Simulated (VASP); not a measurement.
# ZnCu (Pm-3m) in VASP: a series of runs, part 2 of 2

VASP 6.6.1. The steps go on from the part before.

## Step 3: Single point, PBEsol

This run uses another cell than the first one, of 12.77 Å³/atom.

POSCAR reads:

```
ZnCu
1.0
    2.9450000000      0.0000000000      0.0000000000
    0.0000000000      2.9450000000      0.0000000000
    0.0000000000      0.0000000000      2.9450000000
Zn Cu
1 1
Direct
    0.5000000000      0.5000000000      0.5000000000
    0.0000000000      0.0000000000      0.0000000000
```

INCAR.step1 reads:

```
SYSTEM = ZnCu
ALGO = Normal
EDIFF = 1E-6
ENCUT = 520
GGA = PS
ISIF = 2
ISMEAR = -1
LASPH = .TRUE.
LCHARG = .TRUE.
LMAXMIX = 4
LREAL = .FALSE.
LWAVE = .FALSE.
NBANDS = 18
NELM = 80
PREC = Accurate
SIGMA = 0.05
```

KPOINTS.step1 reads:

```
k-points
0
G
  14 14 14
  0 0 0
```

INCAR.step2 reads:

```
SYSTEM = ZnCu
ALGO = Normal
EDIFF = 1E-6
ENCUT = 520
GGA = PS
ICHARG = 11
ISIF = 2
ISMEAR = -5
LASPH = .TRUE.
LCHARG = .FALSE.
LMAXMIX = 4
LORBIT = 11
LREAL = .FALSE.
LWAVE = .FALSE.
NEDOS = 2001
NELM = 80
PREC = Accurate
SIGMA = 0.05
```

KPOINTS.step2 reads:

```
k-points
0
G
  21 21 21
  0 0 0
```

Potentials or basis: VASP PAW PBE potentials, release 64 (Zn, Cu).

Started as:

```
$ cat potpaw_PBE.64/Zn/POTCAR potpaw_PBE.64/Cu/POTCAR > POTCAR
$ cp INCAR.step1 INCAR
$ cp KPOINTS.step1 KPOINTS
$ mpirun -np 1 vasp_std > vasp.out
$ cp INCAR.step2 INCAR
$ cp KPOINTS.step2 KPOINTS
$ mpirun -np 1 vasp_std > vasp.out
```

OUTCAR:

```text
SYSTEM = ZnCu
   EDIFF = 1E-6
   ENCUT = 520
   GGA = PS
   ICHARG = 11
   ISIF = 2
   ISMEAR = -5
   LASPH = .TRUE.
   LORBIT = 11
   LREAL = .FALSE.
   NELM = 80
   PREC = Accurate

 ion  position               nearest neighbor table
   1  0.500  0.500  0.500-   2 2.55   2 2.55   2 2.55   2 2.55   2 2.55   2 2.55   2 2.55   2 2.55

   2  0.000  0.000  0.000-   1 2.55   1 2.55   1 2.55   1 2.55   1 2.55   1 2.55   1 2.55   1 2.55

  LATTYP: Found a simple cubic cell.
 ALAT       =     2.9450000000

  Lattice vectors:

 A1 = (   2.9450000000,   0.0000000000,   0.0000000000)
 A2 = (   0.0000000000,   2.9450000000,   0.0000000000)
 A3 = (   0.0000000000,   0.0000000000,   2.9450000000)

Analysis of symmetry for initial positions (statically):
=====================================================================
 Subroutine PRICEL returns:
 Original cell was already a primitive cell.

 Routine SETGRP: Setting up the symmetry group for a
 simple cubic supercell.

 Subroutine GETGRP returns: Found 48 space group operations
 (whereof 48 operations were pure point group operations)
 out of a pool of 48 trial point group operations.

The static configuration has the point symmetry O_h .

Analysis of symmetry for dynamics (positions and initial velocities):
=====================================================================
 Subroutine PRICEL returns:
 Original cell was already a primitive cell.

 Routine SETGRP: Setting up the symmetry group for a
 simple cubic supercell.

 Subroutine GETGRP returns: Found 48 space group operations
 (whereof 48 operations were pure point group operations)
 out of a pool of 48 trial point group operations.

The dynamic configuration has the point symmetry O_h .

 Subroutine INISYM returns: Found 48 space group operations
 (whereof 48 operations are pure point group operations),
 and found     1 'primitive' translations

----------------------------------------------------------------------------------------

                                     Primitive cell

  volume of cell :      25.5421

  direct lattice vectors                    reciprocal lattice vectors
     2.945000000  0.000000000  0.000000000     0.339558574  0.000000000  0.000000000
     0.000000000  2.945000000  0.000000000     0.000000000  0.339558574  0.000000000
     0.000000000  0.000000000  2.945000000     0.000000000  0.000000000  0.339558574

  length of vectors
     2.945000000  2.945000000  2.945000000     0.339558574  0.339558574  0.339558574

  position of ions in fractional coordinates (direct lattice)
     0.500000000  0.500000000  0.500000000
     0.000000000  0.000000000  0.000000000

  ion indices of the primitive-cell ions
   primitive index   ion index
                 1           1
                 2           2

----------------------------------------------------------------------------------------

 KPOINTS: k-points

Automatic generation of k-mesh.
 Grid dimensions read from file:
 generate k-points for:   21   21   21

 Generating k-lattice:

  Cartesian coordinates                     Fractional coordinates (reciprocal lattice)
     0.016169456  0.000000000  0.000000000     0.047619048  0.000000000  0.000000000
     0.000000000  0.016169456  0.000000000     0.000000000  0.047619048  0.000000000
[... 50 lines left out ...]
 SYSTEM =  ZnCu
   PREC   = accura    normal or accurate (medium, high low for compatibility)
   ISTART =      0    job   : 0-new  1-cont  2-samecut
   ICHARG =     11    charge: 1-file 2-atom 10-const
   ISPIN  =      1    spin polarized calculation?
   LNONCOLLINEAR =      F non collinear calculations
   LSORBIT =      F    spin-orbit coupling
   LASPH  =      T    aspherical Exc in radial PAW
   ENCUT  =  520.0 eV  38.22 Ry    6.18 a.u.   5.48  5.48  5.48*2*pi/ulx,y,z
   NELM   =     80;   NELMIN=  2; NELMDL=  0     # of ELM steps
   EDIFF  = 0.1E-05   stopping-criterion for ELM
   LREAL  =      F    real-space projection
   EDIFFG = 0.1E-04   stopping-criterion for IOM
   NSW    =      0    number of steps for IOM
   IBRION =     -1    ionic relax: 0-MD 1-quasi-New 2-CG
   NFREE  =      0    steps in history (QN), initial steepest desc. (CG)
   ISIF   =      2    stress and relaxation
   ISYM   =      2    0-nonsym 1-usesym 2-fastsym
   POTIM  = 0.5000    time-step for ionic-motion
   TEBEG  =    0.0;   TEEND  =   0.0 temperature during run
   PSTRESS=    0.0 pullay stress
   NELECT =      23.0000    total number of electrons
   NUPDOWN=      -1.0000    fix difference up-down
   EMIN   =  10.00;   EMAX   =-10.00  energy-range for DOS
   EFERMI =   0.00;   METHOD = LEGACY
   ISMEAR =    -5;   SIGMA  =   0.05  broadening in eV -4-tet -1-fermi 0-gaus
   EFERMI_NEDOS =   21; number of points for ismear=-14 and -15
   IALGO  =     38    algorithm
   IMIX   =      4    mixing-type and parameters
     AMIX     =   0.40;   BMIX     =  1.00
     AMIX_MAG =   1.60;   BMIX_MAG =  1.00
  volume/ion in A,a.u.               =      12.77        86.18
  Fermi-wavevector in a.u.,A,eV,Ry     =   1.580880  2.987429 34.003415  2.499180
  Thomas-Fermi vector in A             =   2.681040
   LORBIT       =     11    0 simple, 1 ext, 2 COOP (PROOUT), +10 PAW based schemes
   GGA     = PS    functional components
   LHFCALC =     F    Hartree Fock is set to
   AEXX    =    0.0000 exact exchange contribution
   IVDW    =     0    specifies the selected vdW correction
   LEPSILON=     F    determine dielectric tensor
   LRPA    =     F    only Hartree local field effects (RPA)
 non-spin polarized calculation
 Fermi weights with tetrahedron method with Bloechl corrections
  energy-cutoff  :      520.00
  volume of cell :       25.54
 maximum number of plane-waves:       715
 NGX is ok and might be reduce to    24

 number of electron      23.0000000 magnetization

 Free energy of the ion-electron system (eV)
  ---------------------------------------------------
  ext. energy  EPLUGINS =         0.00000000
  ---------------------------------------------------
  free energy    TOTEN  =        -6.08486027 eV

  energy without entropy =       -6.08486027  energy(sigma->0) =       -6.08486027

 E-fermi :   5.3562     XC(G=0): -12.5656

 val. band max:        5.4135867169   @ k =   0.3333   0.3333   0.0476
 cond. band min:       5.3643680234   @ k =   0.4286   0.4286   0.3333
 fundamental gap:     -0.0492186935
 Fermi energy:         5.3561699996

 k-point     1 :       0.0000    0.0000    0.0000
  band No.  band energies     occupation
      1      -5.0025      2.00000
      2      -2.4567      2.00000
      3      -2.4567      2.00000
      4      -1.7585      2.00000
      5      -1.7585      2.00000
      6      -1.7585      2.00000
      7       1.7924      2.00000
      8       1.7924      2.00000
      9       2.6335      2.00000
     10       2.6335      2.00000
     11       2.6335      2.00000
     12      11.5540      0.00000
     13      11.5540      0.00000
     14      11.5540      0.00000
[... 401 lines left out ...]
      2      -2.3612      2.00000
      3      -2.2957      2.00000
      4      -1.8244      2.00000
      5      -1.8162      2.00000
      6      -1.7446      2.00000
      7       1.7722      2.00000
      8       1.8374      2.00000
      9       2.3820      2.00000
     10       2.4216      2.00000
     11       2.6005      2.00000
     12       7.9337      0.00000
     13      11.0134      0.00000
     14      12.7458      0.00000
     15      17.2816      0.00000

 [... further k-points ...]

------------------------ aborting loop because EDIFF is reached ----------------------------------------

  FORCE on cell =-STRESS in cart. coord.  units (eV):
  Direction    XX          YY          ZZ          XY          YZ          ZX
  --------------------------------------------------------------------------------------
  -------------------------------------------------------------------------------------
  Total       -0.6579136     -0.6579136     -0.6579136      0.0000000      0.0000000     -0.0000000
  in kB      -41.2689594    -41.2689594    -41.2689594      0.0000000      0.0000000     -0.0000000
  external PRESSURE =     -41.2689594 kB  Pullay stress =       0.0000000 kB

 VOLUME and BASIS-vectors are now :
 -----------------------------------------------------------------------------
  energy-cutoff  :      520.00
  volume of cell :       25.54
      direct lattice vectors                 reciprocal lattice vectors
     2.945000000  0.000000000  0.000000000     0.339558574  0.000000000  0.000000000
     0.000000000  2.945000000  0.000000000     0.000000000  0.339558574  0.000000000
     0.000000000  0.000000000  2.945000000     0.000000000  0.000000000  0.339558574

 POSITION                                       TOTAL-FORCE (eV/Angst)
 -----------------------------------------------------------------------------------
      1.47250      1.47250      1.47250         0.000000      0.000000      0.000000
      0.00000      0.00000      0.00000         0.000000      0.000000      0.000000
 -----------------------------------------------------------------------------------
    total drift:                                0.000000      0.000000     -0.000000

  FREE ENERGIE OF THE ION-ELECTRON SYSTEM (eV)
  ---------------------------------------------------
  free  energy   TOTEN  =        -6.0848602668 eV

  energy  without entropy=       -6.0848602668  energy(sigma->0) =       -6.08486027

 total charge

# of ion       s       p       d       tot
------------------------------------------
    1        0.584   0.525   9.736  10.844
    2        0.429   0.385   9.175   9.988
--------------------------------------------------
tot          1.013   0.909  18.911  20.833
```

Wall time 46 s (1 thread of Intel Xeon Platinum 8488C (Sapphire Rapids), shared host); peak memory 0.24 GiB.

Results:

```yaml
Valence_electrons_inside_the_program's_atomic_spheres: Zn 10.84; Cu 9.99
```

Levels at points of the mesh, in eV from the Fermi level:
```tsv
k point	band 7	band 8	band 9	band 10	band 11	band 12	band 13	band 14	band 15
(0.00, 0.00, 0.00)	-3.56	-3.56	-2.72	-2.72	-2.72	6.20	6.20	6.20	11.27
```

Caveat: the PAW data sets were made with another functional, which shifts forces and pressure a little; tetrahedron occupations give inexact forces and stress in metals.
